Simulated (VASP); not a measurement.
A run of VASP 6.6.1 is set up as follows.

The input INCAR:

```
PREC = Accurate
ENCUT = 520
EDIFF = 1E-6
ISMEAR = -1
SIGMA = 0.05
LREAL = False
LASPH = True
NELM = 100
ALGO = Normal
ISIF = 2
LWAVE = False
LCHARG = False
GGA = PE
NBANDS = 31
```

Contents of KPOINTS:

```
Automatic mesh
0
Gamma
  6 6 8
```

File POSCAR:

```
HfO2
1.0
    4.9079399578      0.0000000000      0.0000000000
    0.0000000000      4.9079399578      0.0000000000
    0.0000000000      0.0000000000      3.2682826532
Hf O
2 4
Direct
    0.5000000000      0.5000000000      0.5000000000
    0.0000000000      0.0000000000      0.0000000000
    0.8050448800      0.1949551200      0.5000000000
    0.6949551200      0.6949551200      0.0000000000
    0.3050448800      0.3050448800      0.0000000000
    0.1949551200      0.8050448800      0.5000000000
```

Potentials or basis: VASP PAW PBE potentials, release 64 (Hf_pv, O).

Run with:

```console
$ cat potpaw_PBE.64/Hf_pv/POTCAR potpaw_PBE.64/O/POTCAR > POTCAR
$ mpirun -np 1 vasp_std > vasp.out
```

What does it give for the band gap on the k mesh?

3.76 eV, direct.

Estimate the largest force.

0.148 eV/Å.

Stress tensor (GPa, compression positive):
```
-6.06  0.00  0.00
 0.00 -6.06  0.00
 0.00  0.00 -8.99
```

Caveat: spin-orbit coupling is left out, which moves the levels of the heavy elements. A k mesh can miss the band edges.
